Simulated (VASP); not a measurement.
Wanted: the native input for a VASP 6.6.1 run.

```
Task                   : single point
Functional             : PBEsol
Potentials or basis    : VASP PAW PBE potentials, release 64 (In_d, As)
Cutoff                 : 520 eV
k mesh                 : 10 × 10 × 10
Occupations            : gaussian, width 0.1 eV
Spin                   : no spin polarisation
Dipole correction      : no
Further INCAR settings : ALGO = Normal; EDIFF = 1e-07; NBANDS = 16
```

The structure of InAs lies in POSCAR:

```
InAs
1.0
    0.0000000000      3.0180000000      3.0180000000
    3.0180000000      0.0000000000      3.0180000000
    3.0180000000      3.0180000000      0.0000000000
In As
1 1
Direct
    0.0000000000      0.0000000000      0.0000000000
    0.2500000000      0.2500000000      0.2500000000
```

One way to write it, as run:

INCAR

```
SYSTEM = InAs
PREC = Accurate
ENCUT = 520
EDIFF = 1E-7
ISMEAR = 0
SIGMA = 0.1
LREAL = .FALSE.
LASPH = .TRUE.
NELM = 100
ALGO = Normal
ISIF = 2
LWAVE = .FALSE.
LCHARG = .FALSE.
GGA = PS
NBANDS = 16
```

KPOINTS

```
Automatic mesh
0
G
  10 10 10
  0 0 0
```

Potentials or basis: VASP PAW PBE potentials, release 64 (In_d, As).

Launch:

```console
$ cat potpaw_PBE.64/In_d/POTCAR potpaw_PBE.64/As/POTCAR > POTCAR
$ mpirun -np 1 vasp_std > vasp.out
```

Results of the run:

- Pressure: 1.6 GPa
- Band gap on the k mesh: zero (filled and empty bands touch)

Caveat: semilocal functionals underestimate gaps, so a narrow gap can read as zero; the PAW data sets were made with another functional, which shifts forces and pressure a little; spin-orbit coupling is left out, which moves the levels of the heavy elements.

Wall time 39 s on 1 thread of Intel Xeon 8259CL, on a shared host, peak memory 0.2 GiB.
